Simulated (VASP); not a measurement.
# HfB4 (R-3m) in VASP: notebook, part 2 of 2

VASP 6.6.1.

## Step 4: Relaxation of cell and atoms, PBE

Contents of INCAR:

```
PREC     = Accurate       # precision mode
ENCUT    = 600            # plane-wave cutoff, eV
EDIFF    = 1E-7           # SCF threshold, eV
ISMEAR   = 0              # smearing method
SIGMA    = 0.1            # smearing width, eV
LREAL    = F              # projectors in reciprocal space
LASPH    = T              # aspherical terms in the spheres
NELM     = 60             # most SCF steps
ALGO     = Normal         # electronic algorithm
ISIF     = 3              # what is computed and relaxed
LWAVE    = F              # write WAVECAR
LCHARG   = F              # write CHGCAR
GGA      = PE             # functional
IBRION   = 2              # ionic algorithm
NSW      = 90             # ionic steps
EDIFFG   = -0.04          # ionic threshold
```

Contents of KPOINTS:

```
regular mesh
0
Gamma
  6 6 6
```

Contents of POSCAR:

```
HfB4
1.0
    1.7228533800      0.9946898600      4.5637827900
   -1.7228533800      0.9946898600      4.5637827900
    0.0000000000     -1.9893797300      4.5637827900
Hf B
1 4
Direct
    0.5000000000      0.5000000000      0.5000000000
    0.6493987700      0.6493987700      0.6493987700
    0.3506012300      0.3506012300      0.3506012300
    0.7960845400      0.7960845400      0.7960845400
    0.2039154600      0.2039154600      0.2039154600
```

Potentials or basis: VASP PAW PBE potentials, release 64 (Hf_pv, B).

On the command line:

```
$ cat potpaw_PBE.64/Hf_pv/POTCAR potpaw_PBE.64/B/POTCAR > POTCAR
$ mpirun -np 1 vasp_std > vasp.out
```

OUTCAR:

```text
PREC = Accurate
   ENCUT = 600
   EDIFF = 1E-7
   ISMEAR = 0
   LREAL = F
   LASPH = T
   NELM = 60
   ISIF = 3
   GGA = PE
   IBRION = 2
   NSW = 90
   EDIFFG = -0.04

 ion  position               nearest neighbor table
   1  0.500  0.500  0.500-   2 2.05   3 2.05   5 2.05   5 2.05   4 2.05   4 2.05   5 2.05   4 2.05

   2  0.649  0.649  0.649-   4 2.01   3 2.04   3 2.04   3 2.04   1 2.05
   3  0.351  0.351  0.351-   5 2.01   2 2.04   2 2.04   2 2.04   1 2.05
   4  0.796  0.796  0.796-   2 2.01   1 2.05   1 2.05   1 2.05
   5  0.204  0.204  0.204-   3 2.01   1 2.05   1 2.05   1 2.05

  LATTYP: Found a trigonal (rhomboedric) cell.
 ALAT       =     4.9785284011
 COS(alpha) =     0.7604894454

  Lattice vectors:

 A1 = (   1.7228533800,   0.9946898600,   4.5637827900)
 A2 = (  -1.7228533800,   0.9946898600,   4.5637827900)
 A3 = (   0.0000000000,  -1.9893797300,   4.5637827900)

[... 394 lines left out ...]

 k-point     1 :       0.0000    0.0000    0.0000
  band No.  band energies     occupation
      1     -26.2029      2.00000
      2     -26.2029      2.00000
      3     -26.1141      2.00000
      4      -7.4833      2.00000
      5      -2.8253      2.00000
      6      -2.4272      2.00000
      7      -0.3284      2.00000
      8      -0.3284      2.00000
      9       4.1728      1.69507
     10       4.1728      1.69507
     11       4.2362      1.10364
     12       5.4504      0.00000
     13       6.6415      0.00000
     14       6.6890      0.00000
[... 401 lines left out ...]
      2     -26.2692      2.00000
      3     -26.1005      2.00000
      4      -4.5453      2.00000
      5      -4.2409      2.00000
      6      -2.1382      2.00000
      7      -1.0444      2.00000
      8       0.8600      2.00000
      9       1.7981      2.00000
     10       2.2318      2.00000
     11       3.5983      2.00000
     12       4.2067      1.41542
     13       6.5426      0.00000
     14       7.1583      0.00000
     15       7.7047      0.00000

 [... further k-points ...]
[... 5 lines left out ...]
  --------------------------------------------------------------------------------------
  -------------------------------------------------------------------------------------
  Total       -0.0114346     -0.0114346      0.0883514      0.0000000     -0.0000000      0.0000000
  in kB       -0.3166716     -0.3166716      2.4468258      0.0000000     -0.0000000      0.0000000
  external PRESSURE =       0.6044942 kB  Pullay stress =       0.0000000 kB
[... 20 lines left out ...]
  FREE ENERGIE OF THE ION-ELECTRON SYSTEM (eV)
  ---------------------------------------------------
  free  energy   TOTEN  =       -32.6638570883 eV

  energy  without entropy=      -32.6543335835  energy(sigma->0) =      -32.65909534

 reached required accuracy - stopping structural energy minimisation
```

OSZICAR:

```text
N       E                     dE             d eps       ncg     rms          rms(c)
DAV:   1     0.729723163831E+02    0.72972E+02   -0.12751E+04   960   0.154E+03
DAV:   2    -0.255762127604E+02   -0.98549E+02   -0.96763E+02  1235   0.294E+02
DAV:   3    -0.288862138186E+02   -0.33100E+01   -0.32342E+01  1352   0.413E+01
[... 180 lines left out ...]
DAV:   3    -0.326638638501E+02    0.34062E-04   -0.95792E-05  1128   0.721E-02    0.603E-02
DAV:   4    -0.326638590115E+02    0.48386E-05   -0.10107E-05  1374   0.252E-02    0.465E-02
DAV:   5    -0.326638573584E+02    0.16531E-05   -0.26330E-06  1219   0.996E-03    0.179E-02
DAV:   6    -0.326638571439E+02    0.21447E-06   -0.22982E-07  1072   0.327E-03    0.627E-03
DAV:   7    -0.326638570883E+02    0.55595E-07   -0.47434E-08   641   0.129E-03
  17 F= -.32663857E+02 E0= -.32659095E+02  d E =-.605581E-03
```

Run time: 10 min. Hardware: 1 thread of AMD EPYC 7R43 (Zen 3), shared host; peak memory 0.22 GiB.

Results:

```
Free energy                            : -32.6639 eV
Relaxed volume                         : 11.57 Å³/atom
Relaxed cell                           : a = 5.120 Å, b = 5.120 Å, c = 5.120 Å, α = 43.56°, β = 43.56°, γ = 43.56°
Space group after relaxing (to 0.05 Å) : R-3m (No. 166)
Energy gained by relaxing              : 984.9 meV/atom
Ionic steps                            : 17
Pressure after relaxing                : 0.1 GPa
Largest force after relaxing           : 0.037 eV/Å
Band gap on the k mesh                 : zero (band 11 reaches 4.37 eV, above the bottom of band 12 at 3.97 eV)
```

Forces on the atoms (eV/Å):
```
Hf   0.000  0.000  0.000
B    0.000  0.000 -0.005
B    0.000  0.000  0.005
B    0.000  0.000 -0.037
B    0.000  0.000  0.037
```

Step by step:
```csv
step,energy change (eV),largest force (eV/Å),pressure (GPa),volume (Å³)
1,0.0000,7.0854,50.75,46.93
2,-3.9168,1.3424,-17.26,70.14
3,-4.1337,2.2546,-12.17,64.06
4,-4.2060,4.1644,6.50,58.92
5,-4.5704,0.9063,-3.84,61.07
6,-4.5710,0.9846,-3.56,60.99
7,-4.6980,0.6515,0.12,58.59
8,-4.7160,0.4879,2.24,57.41
9,-4.7905,0.4941,1.42,57.72
10,-4.8700,0.3882,-0.29,58.38
11,-4.9160,0.3851,-0.60,58.37
12,-4.9161,0.3856,-0.60,58.37
13,-4.9158,0.4274,-0.74,57.87
14,-4.9219,0.1619,-0.71,58.13
15,-4.9227,0.0425,1.05,57.46
16,-4.9238,0.0573,0.27,57.75
17,-4.9245,0.0370,0.06,57.85
```

Final structure:
```
CELL_PARAMETERS angstrom
1.89989 1.09690 4.62671
-1.89989 1.09690 4.62671
0.00000 -2.19381 4.62671
ATOMIC_POSITIONS crystal
Hf 0.50000 0.50000 0.50000
B 0.68301 0.68301 0.68301
B 0.31699 0.31699 0.31699
B 0.79953 0.79953 0.79953
B 0.20047 0.20047 0.20047
```

Caveat: the volume moved by over 15 % at a fixed basis, so the end points are rough; spin-orbit coupling is left out, which moves the levels of the heavy elements.

## Step 5: Single point, PBE

This run uses another cell than the first one, of 11.55 Å³/atom, 1.231 times its volume.

Contents of INCAR:

```
PREC = Accurate ; ENCUT = 520
EDIFF = 1E-7 ; ISMEAR = 0
SIGMA = 0.1 ; LREAL = F
LASPH = T ; NELM = 100
ALGO = Normal ; ISIF = 2
LWAVE = F ; LCHARG = T
GGA = PE ; LELF = T
LVHAR = T ; NBANDS = 19
```

Contents of KPOINTS:

```
regular mesh
0
Gamma
  12 12 12
```

Contents of POSCAR:

```
HfB4
1.0
    1.8944943117      1.0937868008      4.6467282180
   -1.8944943117      1.0937868008      4.6467282180
    0.0000000000     -2.1875736016      4.6467282180
Hf B
1 4
Direct
    0.5000000000      0.5000000000      0.5000000000
    0.6827847925      0.6827847925      0.6827847925
    0.3172152075      0.3172152075      0.3172152075
    0.7987493101      0.7987493101      0.7987493101
    0.2012506899      0.2012506899      0.2012506899
```

On the command line:

```
$ cat potpaw_PBE.64/Hf_pv/POTCAR potpaw_PBE.64/B/POTCAR > POTCAR
$ mpirun -np 1 vasp_std > vasp.out
```

Wall time 6.7 min (1 thread of AMD EPYC 7R43 (Zen 3), shared host); peak memory 0.33 GiB.

The run converged. Its results:

```yaml
Free_energy: -32.6807 eV
Pressure: 0.1 GPa
Largest_force: 0.018 eV/Å
Band_gap_on_the_k_mesh: zero (band 11 reaches 4.51 eV, above the bottom of band 12 at 4.04 eV)
```

Forces in eV/Å, atoms in the order of the input:
```
Hf   0.000  0.000  0.000
B    0.000  0.000  0.002
B    0.000  0.000 -0.002
B    0.000  0.000  0.018
B    0.000  0.000 -0.018
```

Stress tensor (GPa, compression positive):
```
0.09 0.00 0.00
0.00 0.09 0.00
0.00 0.00 0.02
```

Levels at points of the mesh, in eV from the Fermi level:
```csv
k point,band 9,band 10,band 11,band 12,band 13,band 14
"(0.00, 0.00, 0.00)",-0.08,-0.08,-0.02,1.24,2.40,2.41
"(0.50, 0.00, 0.00)",-2.96,-2.94,-1.21,0.36,1.38,3.09
"(0.50, 0.50, 0.00)",-2.83,-0.78,-0.39,0.06,1.63,1.93
"(0.50, 0.50, 0.50)",-1.47,-0.70,-0.70,-0.24,1.96,2.15
```

Caveat: spin-orbit coupling is left out, which moves the levels of the heavy elements.

## Step 6: The runs side by side

```csv
task,cell,k mesh,cutoff (eV),gap on the mesh (eV),pressure (GPa),largest force (eV/Å)
single point,"a = 4.979 Å, angles 40.5°, 5 atoms",6 × 6 × 6,520,none,50.8,7.08
single point,"a = 5.128 Å, angles 43.4°, 5 atoms",6 × 6 × 6,520,none,0.1,0.01
relaxation of cell and atoms,"relaxed from a = 4.979 Å, angles 40.5°, 5 atoms",6 × 6 × 6,600,none,0.1,0.04
single point,"a = 5.136 Å, angles 43.3°, 5 atoms",12 × 12 × 12,520,none,0.1,0.02
```

Alike in all rows: level PBE; potentials or basis VASP PAW PBE potentials, release 64 (Hf_pv, B); no spin polarisation; smearing gaussian 0.1 eV.

Caveats: spin-orbit coupling is left out, which moves the levels of the heavy elements; forces of over 1 eV/Å act on the atoms, so gaps and moduli don't describe the material at rest (some runs); the volume moved by over 15 % at a fixed basis, so the end points are rough (some runs).

Absolute energies hang on the potentials; compare differences alone.
